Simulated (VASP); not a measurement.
# MoW14 (a cell with a defect) in VASP: a series of runs

Runs on MoW14 (a cell with a defect). Level: PBE. Tasks: single point.

All numbers are computed with VASP 6.6.1; they aren't measurements. Logs are shortened: lines on timing, memory, paths and dates and some standing lists are left out, and cuts for length are marked.

### Step 1. The cell of the first run

The cell holds a defect, 15 atoms: a = 6.320 Å, b = 6.320 Å, c = 6.320 Å, α = 90.00°, β = 90.00°, γ = 90.00°.

### Step 2. Single point, PBE

Contents of INCAR:

```
PREC     = Accurate       # precision mode
ENCUT    = 520            # plane-wave cutoff, eV
EDIFF    = 1E-7           # SCF threshold, eV
ISMEAR   = 0              # smearing method
SIGMA    = 0.05           # smearing width, eV
LREAL    = Auto         
LASPH    = T              # aspherical terms in the spheres
NELM     = 80             # most SCF steps
ALGO     = Normal         # electronic algorithm
ISIF     = 2              # what is computed and relaxed
LWAVE    = F              # write WAVECAR
LCHARG   = T              # write CHGCAR
GGA      = PE             # functional
LELF     = T              # ELF
LVHAR    = T            
NBANDS   = 118            # bands
```

Contents of KPOINTS:

```
Automatic mesh
0
Gamma
  3 3 3
```

Contents of POSCAR:

```
MoW14
1.0
    6.3200000000      0.0000000000      0.0000000000
    0.0000000000      6.3200000000      0.0000000000
    0.0000000000      0.0000000000      6.3200000000
W Mo
14 1
Direct
    0.4976992711      0.0024400475      0.0024400475
    0.0024400475      0.4976992711      0.0024400475
    0.0024400475      0.0024400475      0.4976992711
    0.4971462267      0.4971462267      0.0027257518
    0.4971462267      0.0027257518      0.4971462267
    0.7502006863      0.2496376983      0.2496376983
    0.0027257518      0.4971462267      0.4971462267
    0.2496376983      0.7502006863      0.2496376983
    0.2496376983      0.2496376983      0.7502006863
    0.4976056440      0.4976056440      0.4976056440
    0.7502101132      0.7502101132      0.2499732829
    0.7502101132      0.2499732829      0.7502101132
    0.2499732829      0.7502101132      0.7502101132
    0.7502726640      0.7502726640      0.7502726640
    0.0026545285      0.0026545285      0.0026545285
```

Potentials or basis: VASP PAW PBE potentials, release 64 (W_sv, Mo_sv).

Run with:

```
$ cat potpaw_PBE.64/W_sv/POTCAR potpaw_PBE.64/Mo_sv/POTCAR > POTCAR
$ mpirun -np 1 vasp_std > vasp.out
```

OUTCAR:

```text
PREC = Accurate
   ENCUT = 520
   EDIFF = 1E-7
   ISMEAR = 0
   LREAL = Auto
   LASPH = T
   NELM = 80
   ISIF = 2
   GGA = PE

 ion  position               nearest neighbor table
   1  0.498  0.002  0.002-   6 2.73   8 2.73   9 2.73  13 2.74  12 2.75  11 2.75  14 2.76   5 3.13
                             4 3.13  15 3.13  15 3.19   5 3.19   4 3.19
   2  0.002  0.498  0.002-   8 2.73   6 2.73   9 2.73  12 2.74  11 2.75  13 2.75  14 2.76   7 3.13
                             4 3.13  15 3.13  15 3.19   7 3.19   4 3.19
   3  0.002  0.002  0.498-   9 2.73   8 2.73   6 2.73  11 2.74  12 2.75  13 2.75  14 2.76   5 3.13
                             7 3.13  15 3.13  15 3.19   7 3.19   5 3.19
   4  0.497  0.497  0.003-   6 2.73   8 2.73   9 2.73  12 2.75  13 2.75  11 2.75  14 2.77   2 3.13
                             1 3.13  10 3.13  10 3.19   1 3.19   2 3.19
   5  0.497  0.003  0.497-   9 2.73   6 2.73   8 2.73  11 2.75  13 2.75  12 2.75  14 2.77   1 3.13
                             3 3.13  10 3.13  10 3.19   1 3.19   3 3.19
   6  0.750  0.250  0.250-  15 2.72   1 2.73   5 2.73   4 2.73   3 2.73   2 2.73   7 2.73  10 2.73
                            12 3.16  11 3.16  11 3.16  12 3.16
   7  0.003  0.497  0.497-   9 2.73   8 2.73   6 2.73  11 2.75  12 2.75  13 2.75  14 2.77   2 3.13
                             3 3.13  10 3.13  10 3.19   2 3.19   3 3.19
   8  0.250  0.750  0.250-  15 2.72   2 2.73   7 2.73   4 2.73   3 2.73   1 2.73   5 2.73  10 2.73
                            13 3.16  11 3.16  11 3.16  13 3.16
   9  0.250  0.250  0.750-  15 2.72   3 2.73   7 2.73   5 2.73   1 2.73   2 2.73   4 2.73  10 2.73
                            13 3.16  12 3.16  12 3.16  13 3.16
  10  0.498  0.498  0.498-   6 2.73   8 2.73   9 2.73  11 2.75  12 2.75  13 2.75  14 2.77   5 3.13
                             4 3.13   7 3.13   5 3.19   4 3.19   7 3.19
  11  0.750  0.750  0.250-   3 2.74  15 2.74   1 2.75   2 2.75   7 2.75   5 2.75  10 2.75   4 2.75
                             6 3.16   8 3.16  14 3.16  14 3.16   6 3.16   8 3.16
  12  0.750  0.250  0.750-   2 2.74  15 2.74   3 2.75   1 2.75   7 2.75   4 2.75  10 2.75   5 2.75
                             6 3.16   9 3.16  14 3.16  14 3.16   6 3.16   9 3.16
  13  0.250  0.750  0.750-   1 2.74  15 2.74   3 2.75   2 2.75   5 2.75   4 2.75  10 2.75   7 2.75
                             8 3.16   9 3.16  14 3.16  14 3.16   8 3.16   9 3.16
  14  0.750  0.750  0.750-   1 2.76   2 2.76   3 2.76  15 2.76  10 2.77   7 2.77   4 2.77   5 2.77
                            12 3.16  13 3.16  11 3.16  11 3.16  12 3.16  13 3.16
  15  0.003  0.003  0.003-   6 2.72   8 2.72   9 2.72  11 2.74  12 2.74  13 2.74  14 2.76   2 3.13
                             3 3.13   1 3.13   2 3.19   1 3.19   3 3.19

  LATTYP: Found a simple cubic cell.
 ALAT       =     6.3200000000

  Lattice vectors:

 A1 = (   6.3200000000,   0.0000000000,   0.0000000000)
 A2 = (   0.0000000000,   6.3200000000,   0.0000000000)
 A3 = (   0.0000000000,   0.0000000000,   6.3200000000)

Analysis of symmetry for initial positions (statically):
[... 157 lines left out ...]
   GGA     = PE    functional components
   LHFCALC =     F    Hartree Fock is set to
   AEXX    =    0.0000 exact exchange contribution
   IVDW    =     0    specifies the selected vdW correction
   LEPSILON=     F    determine dielectric tensor
   LRPA    =     F    only Hartree local field effects (RPA)
 non-spin polarized calculation
 Gauss-broadening in eV      SIGMA  =   0.05
  energy-cutoff  :      520.00
  volume of cell :      252.44
 maximum number of plane-waves:      6859
   NGX = 23   NGY = 23   NGZ = 23

 number of electron     210.0000005 magnetization

 Free energy of the ion-electron system (eV)
  ---------------------------------------------------
  ext. energy  EPLUGINS =         0.00000000
  ---------------------------------------------------
  free energy    TOTEN  =      -188.86600052 eV

  energy without entropy =     -188.84728201  energy(sigma->0) =     -188.85664127

 E-fermi :  10.2995     XC(G=0): -13.1991

 val. band max:       10.2421802908   @ k =   0.0000   0.0000   0.0000
 cond. band min:      10.3087860676   @ k =   0.3333   0.0000   0.0000
 fundamental gap:      0.0666057768
 Fermi energy:        10.2994554373

 k-point     1 :       0.0000    0.0000    0.0000
  band No.  band energies     occupation
      1     -63.5827      2.00000
      2     -63.5223      2.00000
      3     -63.5223      2.00000
      4     -63.5106      2.00000
      5     -63.4914      2.00000
      6     -63.4823      2.00000
[... 709 lines left out ...]
    116      12.6102      0.00000
    117      12.7023      0.00000
 [bands above 117 left out]

------------------------ aborting loop because EDIFF is reached ----------------------------------------

  FORCE on cell =-STRESS in cart. coord.  units (eV):
  Direction    XX          YY          ZZ          XY          YZ          ZX
  --------------------------------------------------------------------------------------
  -------------------------------------------------------------------------------------
  Total       -0.6567065     -0.6567065     -0.6567065      0.0932889      0.0932889      0.0932889
  in kB       -4.1680284     -4.1680284     -4.1680284      0.5920922      0.5920922      0.5920922
  external PRESSURE =      -4.1680284 kB  Pullay stress =       0.0000000 kB

 VOLUME and BASIS-vectors are now :
 -----------------------------------------------------------------------------
  energy-cutoff  :      520.00
  volume of cell :      252.44
      direct lattice vectors                 reciprocal lattice vectors
     6.320000000  0.000000000  0.000000000     0.158227848  0.000000000  0.000000000
     0.000000000  6.320000000  0.000000000     0.000000000  0.158227848  0.000000000
     0.000000000  0.000000000  6.320000000     0.000000000  0.000000000  0.158227848

 POSITION                                       TOTAL-FORCE (eV/Angst)
 -----------------------------------------------------------------------------------
      3.14546      0.01542      0.01542         0.012268     -0.018000     -0.018000
      0.01542      3.14546      0.01542        -0.018000      0.012268     -0.018000
      0.01542      0.01542      3.14546        -0.018000     -0.018000      0.012268
      3.14196      3.14196      0.01723        -0.000385     -0.000385      0.006602
      3.14196      0.01723      3.14196        -0.000385      0.006602     -0.000385
      4.74127      1.57771      1.57771        -0.000262     -0.003581     -0.003581
      0.01723      3.14196      3.14196         0.006602     -0.000385     -0.000385
      1.57771      4.74127      1.57771        -0.003581     -0.000262     -0.003581
      1.57771      1.57771      4.74127        -0.003581     -0.003581     -0.000262
      3.14487      3.14487      3.14487         0.016661      0.016661      0.016661
      4.74133      4.74133      1.57983        -0.002674     -0.002674     -0.001541
      4.74133      1.57983      4.74133        -0.002674     -0.001541     -0.002674
      1.57983      4.74133      4.74133        -0.001541     -0.002674     -0.002674
      4.74172      4.74172      4.74172         0.017610      0.017610      0.017610
      0.01678      0.01678      0.01678        -0.002060     -0.002060     -0.002060
 -----------------------------------------------------------------------------------
    total drift:                                0.000633      0.000633      0.000632

  FREE ENERGIE OF THE ION-ELECTRON SYSTEM (eV)
  ---------------------------------------------------
  free  energy   TOTEN  =      -188.8660005230 eV

  energy  without entropy=     -188.8472820136  energy(sigma->0) =     -188.85664127
```

OSZICAR:

```text
N       E                     dE             d eps       ncg     rms          rms(c)
DAV:   1     0.323843061001E+04    0.32384E+04   -0.12044E+05  1416   0.208E+03
DAV:   2     0.764595125508E+02   -0.31620E+04   -0.31122E+04  1416   0.705E+02
DAV:   3    -0.183004756997E+03   -0.25946E+03   -0.24539E+03  1644   0.176E+02
DAV:   4    -0.197465554145E+03   -0.14461E+02   -0.13902E+02  1672   0.339E+01
[... 10 lines left out ...]
DAV:  15    -0.188866005155E+03    0.50778E-05   -0.24209E-05  1800   0.261E-02    0.142E-02
DAV:  16    -0.188866001447E+03    0.37079E-05   -0.61334E-06  1816   0.142E-02    0.440E-03
DAV:  17    -0.188866000487E+03    0.96043E-06   -0.12852E-06  1744   0.629E-03    0.183E-03
DAV:  18    -0.188866000589E+03   -0.10237E-06   -0.12192E-07   944   0.200E-03    0.631E-04
DAV:  19    -0.188866000523E+03    0.66138E-07   -0.37430E-08   864   0.104E-03
   1 F= -.18886600E+03 E0= -.18885664E+03  d E =-.187185E-01
```

It took 5.4 min on 1 thread of Intel Xeon Platinum 8375C at 2.90GHz (Ice Lake), shared host; peak memory 0.39 GiB.

What came out:

- Free energy: -188.8660 eV
- Pressure: -0.4 GPa
- Largest force: 0.031 eV/Å

Forces in eV/Å, atoms in the order of the input:
```
W    0.012 -0.018 -0.018
W   -0.018  0.012 -0.018
W   -0.018 -0.018  0.012
W    0.000  0.000  0.007
W    0.000  0.007  0.000
W    0.000 -0.004 -0.004
W    0.007  0.000  0.000
W   -0.004  0.000 -0.004
W   -0.004 -0.004  0.000
W    0.017  0.017  0.017
W   -0.003 -0.003 -0.002
W   -0.003 -0.002 -0.003
W   -0.002 -0.003 -0.003
W    0.018  0.018  0.018
Mo  -0.002 -0.002 -0.002
```

Caveat: spin-orbit coupling is left out, which moves the levels of the heavy elements.

### Step 3. Single point, PBE

Contents of INCAR:

```
SYSTEM = MoW14
  PREC = Accurate
  ENCUT = 520
  EDIFF = 1E-6
  ISMEAR = 0
  SIGMA = 0.05
  LREAL = Auto
  LASPH = .TRUE.
  NELM = 80
  ALGO = Normal
  ISIF = 2
  LWAVE = .FALSE.
  LCHARG = .FALSE.
  GGA = PE
  NBANDS = 118
```

Contents of KPOINTS:

```
regular mesh
0
G
  3 3 3
  0 0 0
```

Contents of POSCAR:

```
MoW14
1.0
    6.3200000000      0.0000000000      0.0000000000
    0.0000000000      6.3200000000      0.0000000000
    0.0000000000      0.0000000000      6.3200000000
W Mo
14 1
Direct
    0.4976992089      0.0024400316      0.0024400316
    0.0024400316      0.4976992089      0.0024400316
    0.0024400316      0.0024400316      0.4976992089
    0.4971462025      0.4971462025      0.0027257911
    0.4971462025      0.0027257911      0.4971462025
    0.7502006329      0.2496376582      0.2496376582
    0.0027257911      0.4971462025      0.4971462025
    0.2496376582      0.7502006329      0.2496376582
    0.2496376582      0.2496376582      0.7502006329
    0.4976056962      0.4976056962      0.4976056962
    0.7502101266      0.7502101266      0.2499732595
    0.7502101266      0.2499732595      0.7502101266
    0.2499732595      0.7502101266      0.7502101266
    0.7502726266      0.7502726266      0.7502726266
    0.0026545886      0.0026545886      0.0026545886
```

Potentials or basis: VASP PAW PBE potentials, release 64 (W_sv, Mo_sv).

Run with:

```
$ cat potpaw_PBE.64/W_sv/POTCAR potpaw_PBE.64/Mo_sv/POTCAR > POTCAR
$ mpirun -np 1 vasp_std > vasp.out
```

Run time: 4.7 min. Hardware: 1 thread of Intel Xeon Platinum 8375C at 2.90GHz (Ice Lake), shared host; peak memory 0.39 GiB.

The run converged. Its results:

```yaml
Free_energy: -188.8660 eV
Pressure: -0.4 GPa
Largest_force: 0.031 eV/Å
```

Forces in eV/Å, atoms in the order of the input:
```
W    0.012 -0.018 -0.018
W   -0.018  0.012 -0.018
W   -0.018 -0.018  0.012
W    0.000  0.000  0.007
W    0.000  0.007  0.000
W    0.000 -0.004 -0.004
W    0.007  0.000  0.000
W   -0.004  0.000 -0.004
W   -0.004 -0.004  0.000
W    0.017  0.017  0.017
W   -0.003 -0.003 -0.002
W   -0.003 -0.002 -0.003
W   -0.002 -0.003 -0.003
W    0.018  0.018  0.018
Mo  -0.002 -0.002 -0.002
```

Stress tensor (GPa, compression positive):
```
-0.42  0.06  0.06
 0.06 -0.42  0.06
 0.06  0.06 -0.42
```

Levels at points of the mesh, in eV from the Fermi level:
| k point | band 101 | band 102 | band 103 | band 104 | band 105 | band 106 | band 107 | band 108 | band 109 | band 110 |
| --- | --- | --- | --- | --- | --- | --- | --- | --- | --- | --- |
| (0.00, 0.00, 0.00) | -0.12 | -0.12 | -0.12 | -0.06 | -0.06 | 1.06 | 1.06 | 1.08 | 1.14 | 1.20 |

Caveat: spin-orbit coupling is left out, which moves the levels of the heavy elements.
